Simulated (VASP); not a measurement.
Runs of VASP 6.6.1 on Ag3F. The structure is that of space group Fm-3m (No. 225), or close to it. The cells are those of the table. 

```csv
task,cell,k mesh,cutoff (eV),gap on the mesh (eV),pressure (GPa),relaxed volume (Å³/atom)
single point,"a = 4.554 Å, angles 60.0°, 4 atoms",4 × 4 × 4,520,none,-0.5,-
single point,"a = 4.554 Å, angles 60.0°, 4 atoms",6 × 6 × 6,520,none,-0.5,-
relaxation of cell and atoms,"relaxed from a = 5.158 Å, angles 60.0°, 4 atoms",4 × 4 × 4,600,none,0.4,16.51
relaxation of cell and atoms,"relaxed from a = 4.554 Å, angles 60.0°, 4 atoms",6 × 6 × 6,600,none,0.0,16.56
single point,"a = 4.548 Å, angles 60.0°, 4 atoms",12 × 12 × 12,520,none,-0.2,-
single point,"a = 5.158 Å, angles 60.0°, 4 atoms",4 × 4 × 4,520,none,(a),-
```

Alike in all rows: level PBE; potentials or basis VASP PAW PBE potentials, release 64 (Ag, F); no spin polarisation; smearing gaussian 0.1 eV.

Question: Estimate the missing entries.

Answer: (a) -9.9.

Caveats: some runs use coarse meshes; the volume moved by over 15 % at a fixed basis, so the end points are rough (some runs).

A k mesh can miss the band edges, and the runs leave out spin-orbit coupling on Ag.

A gap of «none» marks levels without a gap at the run's occupations.
